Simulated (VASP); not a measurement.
Runs of VASP 6.6.1 on ZrB2. The structure is hexagonal, space group P6/mmm (No. 191). Conventional cell: a = 3.170 Å, b = 3.170 Å, c = 3.533 Å, α = 90.00°, β = 90.00°, γ = 120.00°. Zr (site symmetry 6/mmm) has 12 B at 2.54 Å and 6 Zr at 3.17 Å within 3.4 Å. Within 2.4 Å of B (site symmetry -6m2) lie 3 B at 1.83 Å. 

```csv
level,potentials or basis,gap on the mesh (eV),pressure (GPa)
LDA,"VASP PAW LDA potentials, release 64 (Zr_sv, B)",none,-8.3
BLYP,"VASP PAW PBE potentials, release 64 (Zr_sv, B)",none,7.7
PBE,"VASP PAW PBE potentials, release 64 (Zr_sv, B)",none,(a)
PBEsol,"VASP PAW PBE potentials, release 64 (Zr_sv, B)",none,(b)
revPBE,"VASP PAW PBE potentials, release 64 (Zr_sv, B)",none,3.6
```

Alike in all rows: task single point; no spin polarisation; cell as given; k mesh 10 × 10 × 8; cutoff (eV) 520; smearing fermi-dirac 0.05 eV.

Q: Fill in the values left out.

A: (a) 0.9; (b) -3.8.

Caveats: the PAW data sets were made with another functional, which shifts forces and pressure a little (some runs).

A k mesh can miss the band edges, and the runs leave out spin-orbit coupling on Zr.

A gap of «none» marks levels without a gap at the run's occupations.
